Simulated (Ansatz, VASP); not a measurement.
# One calculation of MgO, two programs

Contents of INCAR:

```
  ALGO = Normal
  EDIFF = 1E-6
  ENCUT = 520
  GGA = PS
  ISIF = 2
  ISMEAR = 0
  LASPH = True
  LCHARG = False
  LREAL = False
  LWAVE = False
  NBANDS = 16
  NELM = 80
  PREC = Accurate
  SIGMA = 0.01
```

KPOINTS

```
k-points
0
Gamma
  6 6 6
```

The input POSCAR:

```
MgO
1.0
    3.3969439679      0.0000000000      0.0000000000
   -1.6984719840      2.9418398541      0.0000000000
    0.0000000000      0.0000000000      4.0708641383
Mg O
2 2
Direct
    0.6666666667      0.3333333333      0.7500000000
    0.3333333333      0.6666666667      0.2500000000
    0.6666666667      0.3333333333      0.2500000000
    0.3333333333      0.6666666667      0.7500000000
```

Input for Ansatz:

```yaml
crystal:
  lattice:
    - [3.3969439679183395, 0.0, 0.0]
    - [-1.6984719839591698, 2.9418398540789608, 0.0]
    - [0.0, 0.0, 4.070864138273448]
  atoms:
    - { symbol: Mg, position: [0.6666666666666666, 0.3333333333333333, 0.75] }
    - { symbol: Mg, position: [0.3333333333333333, 0.6666666666666666, 0.25] }
    - { symbol: O, position: [0.6666666666666666, 0.3333333333333333, 0.25] }
    - { symbol: O, position: [0.3333333333333333, 0.6666666666666666, 0.75] }
basis:
  ecutwfc: 500.0
kpoints:
  mp_grid:
    grid: [6, 6, 6]
hamiltonian:
  xc: pbesol
scf:
  convergence:
    dr2_threshold: 1.0e-10
  occupations:
    method: fixed
output:
  stress: true
```

Alike in both runs: task single point; functional PBEsol; k mesh 6 × 6 × 6; no spin polarisation.

|  | VASP | Ansatz |
| --- | --- | --- |
| version | VASP 6.6.1 | Ansatz 0.2.0 |
| potentials or method | VASP PAW PBE potentials, release 64 (Mg, O), cutoff 520 eV | plane waves, PAW |
| occupations | gaussian, width 0.01 eV | fixed |
| valence electrons in the cell | 16 | 32 |

```csv
,VASP,Ansatz,Ansatz less VASP
pressure (GPa),13.2,13.4,+0.19
"traceless stress, the component that is largest in VASP (GPa)",0.87,0.95,+0.082
```

VASP's potentials were made for PBE, not for PBEsol. VASP's potentials hold 16 valence electrons a cell and Ansatz's 32, so a difference there can come from the potentials and not from the codes.
